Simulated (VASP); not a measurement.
Set up this calculation in VASP 6.6.1, as the native input.

```
Task                   : relaxation of cell and atoms
Functional             : revPBE
Dispersion             : D4
Potentials or basis    : VASP PAW PBE potentials, release 64 (Ge_d)
Cutoff                 : 600 eV
k mesh                 : 10 × 10 × 6
Occupations            : fermi-dirac, width 0.05 eV
Spin                   : no spin polarisation
Dipole correction      : no
Further INCAR settings : ALGO = Normal; EDIFF = 1e-06; IBRION = 2; EDIFFG = -0.01; NSW = 60; ISIF = 3
```

The structure of Ge lies in POSCAR:

```
Ge
1.0
    1.4880529250     -2.5946896100      0.0000000000
    1.4880529250      2.5946896100      0.0000000000
    0.0000000000      0.0000000000      4.7275957900
Ge
2
Direct
    0.3334466300      0.6665533700      0.2500000000
    0.6665533700      0.3334466300      0.7500000000
```

This isn't the form of Ge at room conditions, which is diamond.

One way to write it, as run:

INCAR

```
PREC = Accurate
ENCUT = 600
EDIFF = 1E-6
ISMEAR = -1
SIGMA = 0.05
LREAL = False
LASPH = True
NELM = 80
ALGO = Normal
ISIF = 3
LWAVE = False
LCHARG = False
GGA = RE
IVDW = 13
IBRION = 2
NSW = 60
EDIFFG = -0.01
```

KPOINTS

```
Automatic mesh
0
Gamma
  10 10 6
```

Potentials or basis: VASP PAW PBE potentials, release 64 (Ge_d).

The run is started by

```console
$ cat potpaw_PBE.64/Ge_d/POTCAR > POTCAR
$ mpirun -np 1 vasp_std > vasp.out
```

Results of the run:

- Relaxed volume: 18.23 Å³/atom
- Relaxed cell: a = 2.973 Å, b = 2.973 Å, c = 4.810 Å, α = 90.00°, β = 90.00°, γ = 120.99°
- Space group after relaxing (to 0.1 Å): P6_3/mmc (No. 194)
- Energy gained by relaxing: 3.1 meV/atom
- Ionic steps: 27
- Pressure after relaxing: 0.1 GPa
- Largest force after relaxing: 0.010 eV/Å
- Band gap on the k mesh: zero (bands 14 and 15 overlap by 9.21 eV)
- Dispersion energy per atom: -0.655 eV

Caveat: the PAW data sets were made with another functional, which shifts forces and pressure a little.

Run time: 13 min on 1 thread of Intel Xeon 8259CL, with other jobs on the host, peak memory 0.23 GiB.
